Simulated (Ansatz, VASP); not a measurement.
One calculation of Pd, two programs

```xyz
3
Lattice="4.3842 0.0000 0.0000 -2.1921 3.7968 0.0000 0.0000 0.0000 2.6080" Properties=species:S:1:pos:R:3 pbc="T T T"
Pd    0.0000    0.0000    0.0000
Pd    0.0000    2.5312    1.3040
Pd    2.1921    1.2656    1.3040
```

Alike in both runs: functional LDA; k mesh 8 × 8 × 12; occupations fermi-dirac, width 0.1 eV; no spin polarisation.

Ansatz relaxed the structure, and its values are those at the end. VASP's run is a single point on that final structure, the one shown.

|  | VASP | Ansatz |
| --- | --- | --- |
| version | VASP 6.6.1 | Ansatz 0.2.0 |
| potentials or method | VASP PAW LDA potentials, release 64 (Pd), cutoff 520 eV | plane waves (420 eV) with PAW, scalar-relativistic |
| valence electrons in the cell | 30 | 54 |

Ansatz gave:

| Item | Value |
| --- | --- |
| pressure (GPa) | 0.0 |

Problem. Estimate VASP's values.

Solution. Pressure (GPa): 0.1.

Ansatz warns that its potentials were made for another functional, while VASP's fit it. LDA's correlation is that of Perdew and Zunger in VASP and of Perdew and Wang (1992) in Ansatz. VASP's potentials hold 30 valence electrons a cell and Ansatz's 54, so a difference there can come from the potentials and not from the codes.
